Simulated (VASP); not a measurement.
# GaP (zincblende type) (F-43m) in VASP: further runs

GaP (zincblende type) is run at these levels: PBE; tasks: single point.

Program: VASP 6.6.1. These are calculated values, not measurements. Logs are shortened: lines on timing, memory, paths and dates and some standing lists are left out, and cuts for length are marked.

## Step 1: The cell of the first run

It takes space group F-43m (No. 216, cubic). Conventional cell: a = 4.511 Å, b = 4.511 Å, c = 4.511 Å, α = 90.00°, β = 90.00°, γ = 90.00°. Ga (site symmetry -43m) has 4 P at 1.95 Å within 2.6 Å. Within 2.6 Å of P (site symmetry -43m) lie 4 Ga at 1.95 Å.

## Step 2: Single point, PBE (volume scaled by 0.55)

The input, INCAR:

```
SYSTEM = GaP
  PREC = Accurate
  ENCUT = 520
  EDIFF = 1E-7
  ISMEAR = -1
  SIGMA = 0.1
  LREAL = .FALSE.
  LASPH = .TRUE.
  NELM = 60
  ALGO = Normal
  ISIF = 2
  LWAVE = .FALSE.
  LCHARG = .TRUE.
  GGA = PE
  LELF = .TRUE.
  LVHAR = .TRUE.
  NBANDS = 16
```

The input, KPOINTS:

```
regular mesh
0
G
  12 12 12
  0 0 0
```

The input, POSCAR:

```
GaP
1.0
    0.0000000000      2.2555949787      2.2555949787
    2.2555949787      0.0000000000      2.2555949787
    2.2555949787      2.2555949787      0.0000000000
Ga P
1 1
Direct
    0.0000000000      0.0000000000      0.0000000000
    0.2500000000      0.2500000000      0.2500000000
```

Potentials or basis: VASP PAW PBE potentials, release 64 (Ga_d, P).

The run is started by

```bash
cat potpaw_PBE.64/Ga_d/POTCAR potpaw_PBE.64/P/POTCAR > POTCAR
mpirun -np 1 vasp_std > vasp.out
```

OUTCAR:

```text
SYSTEM = GaP
   PREC = Accurate
   ENCUT = 520
   EDIFF = 1E-7
   ISMEAR = -1
   LREAL = .FALSE.
   LASPH = .TRUE.
   NELM = 60
   ISIF = 2
   GGA = PE

 ion  position               nearest neighbor table
   1  0.000  0.000  0.000-   2 1.95   2 1.95   2 1.95   2 1.95
   2  0.250  0.250  0.250-   1 1.95   1 1.95   1 1.95   1 1.95

  LATTYP: Found a face centered cubic cell.
 ALAT       =     4.5111899574

  Lattice vectors:

 A1 = (   0.0000000000,   2.2555949787,   2.2555949787)
 A2 = (   2.2555949787,   0.0000000000,   2.2555949787)
 A3 = (   2.2555949787,   2.2555949787,   0.0000000000)

Analysis of symmetry for initial positions (statically):
=====================================================================
 Subroutine PRICEL returns:
 Original cell was already a primitive cell.

 Routine SETGRP: Setting up the symmetry group for a
 face centered cubic supercell.

 Subroutine GETGRP returns: Found 24 space group operations
 (whereof 24 operations were pure point group operations)
 out of a pool of 48 trial point group operations.

The static configuration has the point symmetry T_d .

Analysis of symmetry for dynamics (positions and initial velocities):
=====================================================================
 Subroutine PRICEL returns:
 Original cell was already a primitive cell.

 Routine SETGRP: Setting up the symmetry group for a
 face centered cubic supercell.

 Subroutine GETGRP returns: Found 24 space group operations
 (whereof 24 operations were pure point group operations)
 out of a pool of 48 trial point group operations.

The dynamic configuration has the point symmetry T_d .

 Subroutine INISYM returns: Found 24 space group operations
 (whereof 24 operations are pure point group operations),
 and found     1 'primitive' translations

----------------------------------------------------------------------------------------

                                     Primitive cell

  volume of cell :      22.9516

  direct lattice vectors                    reciprocal lattice vectors
     0.000000000  2.255594979  2.255594979    -0.221671002  0.221671002  0.221671002
     2.255594979  0.000000000  2.255594979     0.221671002 -0.221671002  0.221671002
     2.255594979  2.255594979  0.000000000     0.221671002  0.221671002 -0.221671002

  length of vectors
     3.189893010  3.189893010  3.189893010     0.383945439  0.383945439  0.383945439

  position of ions in fractional coordinates (direct lattice)
     0.000000000  0.000000000  0.000000000
     0.250000000  0.250000000  0.250000000

  ion indices of the primitive-cell ions
   primitive index   ion index
                 1           1
                 2           2

----------------------------------------------------------------------------------------

 KPOINTS: regular mesh

Automatic generation of k-mesh.
 Grid dimensions read from file:
 generate k-points for:   12   12   12

 Generating k-lattice:

  Cartesian coordinates                     Fractional coordinates (reciprocal lattice)
    -0.018472584  0.018472584  0.018472584     0.083333333  0.000000000  0.000000000
     0.018472584 -0.018472584  0.018472584     0.000000000  0.083333333  0.000000000
     0.018472584  0.018472584 -0.018472584     0.000000000  0.000000000  0.083333333

  Length of vectors
     0.031995453  0.031995453  0.031995453

  Shift w.r.t. Gamma in fractional coordinates (k-lattice)
     0.000000000  0.000000000  0.000000000

 Subroutine IBZKPT returns following result:
 ===========================================

 Found     72 irreducible k-points:

 Following reciprocal coordinates:
            Coordinates               Weight
  0.000000  0.000000  0.000000      1.000000
  0.083333  0.000000  0.000000      8.000000
  0.166667  0.000000  0.000000      8.000000
  0.250000  0.000000  0.000000      8.000000
  0.333333  0.000000  0.000000      8.000000
  0.416667  0.000000  0.000000      8.000000
[... 16 lines left out ...]
  0.500000  0.166667  0.000000     24.000000
 -0.416667  0.166667  0.000000     24.000000
 [... further k-points ...]
   k-points           NKPTS =     72   k-points in BZ     NKDIM =     72   number of bands    NBANDS=     16
   number of dos      NEDOS =    301   number of ions     NIONS =      2
   total plane-waves  NPLWV =  13824
   dimension x,y,z NGX =    24 NGY =   24 NGZ =   24
   dimension x,y,z NGXF=    48 NGYF=   48 NGZF=   48
   ions per type =               1   1
   NGX,Y,Z   is equivalent  to a cutoff of  12.51, 12.51, 12.51 a.u.
   NGXF,Y,Z  is equivalent  to a cutoff of  25.02, 25.02, 25.02 a.u.
 SYSTEM =  GaP
   PREC   = accura    normal or accurate (medium, high low for compatibility)
   ISTART =      0    job   : 0-new  1-cont  2-samecut
   ICHARG =      2    charge: 1-file 2-atom 10-const
   ISPIN  =      1    spin polarized calculation?
   LNONCOLLINEAR =      F non collinear calculations
   LSORBIT =      F    spin-orbit coupling
   LASPH  =      T    aspherical Exc in radial PAW
   ENCUT  =  520.0 eV  38.22 Ry    6.18 a.u.   5.93  5.93  5.93*2*pi/ulx,y,z
   NELM   =     60;   NELMIN=  2; NELMDL= -5     # of ELM steps
   EDIFF  = 0.1E-06   stopping-criterion for ELM
   LREAL  =      F    real-space projection
   EDIFFG = 0.1E-05   stopping-criterion for IOM
   NSW    =      0    number of steps for IOM
   IBRION =     -1    ionic relax: 0-MD 1-quasi-New 2-CG
   NFREE  =      0    steps in history (QN), initial steepest desc. (CG)
   ISIF   =      2    stress and relaxation
   ISYM   =      2    0-nonsym 1-usesym 2-fastsym
   POTIM  = 0.5000    time-step for ionic-motion
   TEBEG  =    0.0;   TEEND  =   0.0 temperature during run
   PSTRESS=    0.0 pullay stress
   NELECT =      18.0000    total number of electrons
   NUPDOWN=      -1.0000    fix difference up-down
   EMIN   =  10.00;   EMAX   =-10.00  energy-range for DOS
   EFERMI =   0.00;   METHOD = LEGACY
   ISMEAR =    -1;   SIGMA  =   0.10  broadening in eV -4-tet -1-fermi 0-gaus
   EFERMI_NEDOS =   21; number of points for ismear=-14 and -15
   IALGO  =     38    algorithm
   IMIX   =      4    mixing-type and parameters
     AMIX     =   0.40;   BMIX     =  1.00
     AMIX_MAG =   1.60;   BMIX_MAG =  1.00
  volume/ion in A,a.u.               =      11.48        77.44
  Fermi-wavevector in a.u.,A,eV,Ry     =   1.509714  2.852945 31.010874  2.279235
  Thomas-Fermi vector in A             =   2.619999
   LORBIT       =      0    0 simple, 1 ext, 2 COOP (PROOUT), +10 PAW based schemes
   GGA     = PE    functional components
   LHFCALC =     F    Hartree Fock is set to
   AEXX    =    0.0000 exact exchange contribution
   IVDW    =     0    specifies the selected vdW correction
   LEPSILON=     F    determine dielectric tensor
   LRPA    =     F    only Hartree local field effects (RPA)
 non-spin polarized calculation
  energy-cutoff  :      520.00
  volume of cell :       22.95
 maximum number of plane-waves:       636
   NGX = 11   NGY = 11   NGZ = 11

 number of electron      18.0000001 magnetization

 Free energy of the ion-electron system (eV)
  ---------------------------------------------------
  ext. energy  EPLUGINS =         0.00000000
  ---------------------------------------------------
  free energy    TOTEN  =        -3.43461396 eV

  energy without entropy =       -3.43041433  energy(sigma->0) =       -3.43251415

 E-fermi :  12.5562     XC(G=0): -12.6877

 val. band max:       12.5394088021   @ k =   0.4167   0.4167   0.0000
 cond. band min:      12.6952478431   @ k =   0.0000   0.0000   0.0000
 fundamental gap:      0.1558390409
 Fermi energy:        12.5562048278

 k-point     1 :       0.0000    0.0000    0.0000
  band No.  band energies     occupation
      1      -5.8280      2.00000
      2      -4.6211      2.00000
      3      -4.6211      2.00000
      4      -4.6211      2.00000
      5      -4.1960      2.00000
      6      -4.1960      2.00000
[... 8 lines left out ...]
     15      22.8871      0.00000
     16      24.3315      0.00000

 k-point     2 :       0.0833    0.0000    0.0000
  band No.  band energies     occupation
      1      -5.7149      2.00000
      2      -4.6104      2.00000
      3      -4.6104      2.00000
      4      -4.5934      2.00000
      5      -4.1971      2.00000
      6      -4.1971      2.00000
[... 8 lines left out ...]
     15      22.2641      0.00000
     16      24.7174      0.00000

 k-point     3 :       0.1667    0.0000    0.0000
  band No.  band energies     occupation
      1      -5.4394      2.00000
      2      -4.5833      2.00000
      3      -4.5833      2.00000
      4      -4.4457      2.00000
      5      -4.1976      2.00000
      6      -4.1976      2.00000
[... 8 lines left out ...]
     15      21.5208      0.00000
     16      24.7494      0.00000

 k-point     4 :       0.2500    0.0000    0.0000
  band No.  band energies     occupation
      1      -5.2163      2.00000
      2      -4.5519      2.00000
      3      -4.5519      2.00000
      4      -4.1918      2.00000
      5      -4.1918      2.00000
      6      -3.9633      2.00000
[... 8 lines left out ...]
     15      21.7215      0.00000
     16      24.9377      0.00000

 k-point     5 :       0.3333    0.0000    0.0000
  band No.  band energies     occupation
      1      -5.1441      2.00000
      2      -4.5288      2.00000
      3      -4.5288      2.00000
      4      -4.1766      2.00000
      5      -4.1766      2.00000
      6      -3.0590      2.00000
[... 8 lines left out ...]
     15      22.9878      0.00000
     16      26.1877      0.00000

 k-point     6 :       0.4167    0.0000    0.0000
  band No.  band energies     occupation
      1      -5.1333      2.00000
      2      -4.5178      2.00000
      3      -4.5178      2.00000
      4      -4.1590      2.00000
      5      -4.1590      2.00000
      6      -1.8906      2.00000
[... 8 lines left out ...]
     15      24.7204      0.00000
     16      27.8301      0.00000

 k-point     7 :       0.5000    0.0000    0.0000
  band No.  band energies     occupation
      1      -5.1337      2.00000
      2      -4.5149      2.00000
      3      -4.5149      2.00000
      4      -4.1511      2.00000
      5      -4.1511      2.00000
      6      -1.0651      2.00000
[... 8 lines left out ...]
     15      25.8132      0.00000
     16      28.7751      0.00000

 k-point     8 :       0.0833    0.0833    0.0000
  band No.  band energies     occupation
      1      -5.6779      2.00000
      2      -4.6016      2.00000
      3      -4.6016      2.00000
      4      -4.5947      2.00000
      5      -4.2062      2.00000
      6      -4.1879      2.00000
[... 8 lines left out ...]
     15      23.0162      0.00000
     16      25.1291      0.00000

 k-point     9 :       0.1667    0.0833    0.0000
  band No.  band energies     occupation
      1      -5.4585      2.00000
      2      -4.5846      2.00000
      3      -4.5750      2.00000
      4      -4.4918      2.00000
      5      -4.2088      2.00000
      6      -4.1805      2.00000
[... 8 lines left out ...]
     15      22.7074      0.00000
     16      25.6312      0.00000
[... 172 lines left out ...]
 k-point    19 :       0.1667    0.1667    0.0000
  band No.  band energies     occupation
      1      -5.3322      2.00000
      2      -4.5468      2.00000
      3      -4.5468      2.00000
      4      -4.4552      2.00000
      5      -4.1886      2.00000
      6      -4.1656      2.00000
[... 8 lines left out ...]
     15      23.3966      0.00000
     16      27.2609      0.00000

 k-point    20 :       0.2500    0.1667    0.0000
  band No.  band energies     occupation
      1      -5.1796      2.00000
      2      -4.5240      2.00000
      3      -4.5101      2.00000
      4      -4.3489      2.00000
      5      -4.1523      2.00000
      6      -3.9473      2.00000
[... 8 lines left out ...]
     15      23.7526      0.00000
     16      27.2370      0.00000

 k-point    21 :       0.3333    0.1667    0.0000
  band No.  band energies     occupation
      1      -5.1053      2.00000
      2      -4.5087      2.00000
      3      -4.4786      2.00000
      4      -4.3138      2.00000
      5      -4.1401      2.00000
      6      -3.2523      2.00000
[... 8 lines left out ...]
     15      24.8192      0.00000
     16      27.2905      0.00000

 k-point    22 :       0.4167    0.1667    0.0000
  band No.  band energies     occupation
      1      -5.0855      2.00000
      2      -4.5021      2.00000
      3      -4.4601      2.00000
      4      -4.2824      2.00000
      5      -4.1335      2.00000
      6      -2.2248      2.00000
[... 8 lines left out ...]
     15      25.6725      0.00000
     16      28.6840      0.00000

 k-point    23 :       0.5000    0.1667    0.0000
  band No.  band energies     occupation
      1      -5.0829      2.00000
      2      -4.5036      2.00000
      3      -4.4542      2.00000
      4      -4.2441      2.00000
      5      -4.1404      2.00000
      6      -1.0640      2.00000
[... 8 lines left out ...]
     15      25.8802      0.00000
     16      29.2347      0.00000

 k-point    24 :      -0.4167    0.1667    0.0000
  band No.  band energies     occupation
      1      -5.0813      2.00000
      2      -4.5071      2.00000
      3      -4.4574      2.00000
      4      -4.2135      2.00000
      5      -4.1644      2.00000
      6      -0.7688      2.00000
[... 8 lines left out ...]
     15      24.6390      0.00000
     16      27.9649      0.00000

 [... further k-points ...]

------------------------ aborting loop because EDIFF is reached ----------------------------------------

  FORCE on cell =-STRESS in cart. coord.  units (eV):
  Direction    XX          YY          ZZ          XY          YZ          ZX
  --------------------------------------------------------------------------------------
  -------------------------------------------------------------------------------------
  Total       23.2983845     23.2983845     23.2983845     -0.0000000     -0.0000000      0.0000000
  in kB     1626.3837943   1626.3837943   1626.3837943     -0.0000000     -0.0000000      0.0000000
  external PRESSURE =    1626.3837943 kB  Pullay stress =       0.0000000 kB

 VOLUME and BASIS-vectors are now :
 -----------------------------------------------------------------------------
  energy-cutoff  :      520.00
  volume of cell :       22.95
      direct lattice vectors                 reciprocal lattice vectors
     0.000000000  2.255594979  2.255594979    -0.221671002  0.221671002  0.221671002
     2.255594979  0.000000000  2.255594979     0.221671002 -0.221671002  0.221671002
     2.255594979  2.255594979  0.000000000     0.221671002  0.221671002 -0.221671002

 POSITION                                       TOTAL-FORCE (eV/Angst)
 -----------------------------------------------------------------------------------
      0.00000      0.00000      0.00000         0.000000      0.000000      0.000000
      1.12780      1.12780      1.12780        -0.000000     -0.000000     -0.000000
 -----------------------------------------------------------------------------------
    total drift:                                0.000003      0.000003      0.000002

  FREE ENERGIE OF THE ION-ELECTRON SYSTEM (eV)
  ---------------------------------------------------
  free  energy   TOTEN  =        -3.4346139576 eV

  energy  without entropy=       -3.4304143344  energy(sigma->0) =       -3.43251415
```

Run time: 18 s. Hardware: 1 thread of Intel Xeon 6975P-C (Granite Rapids), shared host; peak memory 0.15 GiB.

What came out:

```
Free energy            : -3.4346 eV
Pressure               : 162.6 GPa
Band gap on the k mesh : zero (band 9 reaches 12.70 eV, above the bottom of band 10 at 12.53 eV)
```

## Step 3: Single point, PBE (volume scaled by 0.55)

The input, INCAR:

```
PREC = Accurate
ENCUT = 520
EDIFF = 1E-6
ISMEAR = -1
SIGMA = 0.1
LREAL = F
LASPH = T
NELM = 80
ALGO = Normal
ISIF = 2
LWAVE = F
LCHARG = F
GGA = PE
NBANDS = 16
```

The input, KPOINTS:

```
regular mesh
0
Gamma
  12 12 12
```

POSCAR is that of step 2.

Potentials or basis: VASP PAW PBE potentials, release 64 (Ga_d, P).

The run is started by

```bash
cat potpaw_PBE.64/Ga_d/POTCAR potpaw_PBE.64/P/POTCAR > POTCAR
mpirun -np 1 vasp_std > vasp.out
```

It took 15 s on 1 thread of Intel Xeon 6975P-C (Granite Rapids), shared host; peak memory 0.15 GiB.

Results (log left out):

| Item | Value |
| --- | --- |
| Free energy | -3.4346 eV |
| Pressure | 162.6 GPa |
| Band gap on the k mesh | zero (band 9 reaches 12.70 eV, above the bottom of band 10 at 12.53 eV) |

Levels at points of the mesh, in eV from the Fermi level:
```csv
k point,band 5,band 6,band 7,band 8,band 9,band 10,band 11,band 12,band 13,band 14
"(0.00, 0.00, 0.00)",-16.75,-16.75,0.14,0.14,0.14,3.09,3.09,3.09,6.60,10.33
"(0.50, 0.00, 0.00)",-16.71,-13.62,-11.35,-2.19,-2.19,3.30,3.86,3.86,8.50,13.26
"(0.50, 0.50, 0.00)",-16.63,-12.09,-10.37,-5.38,-5.38,-0.03,0.28,13.22,14.14,14.14
```

(Part 1 of 3 ends here.)
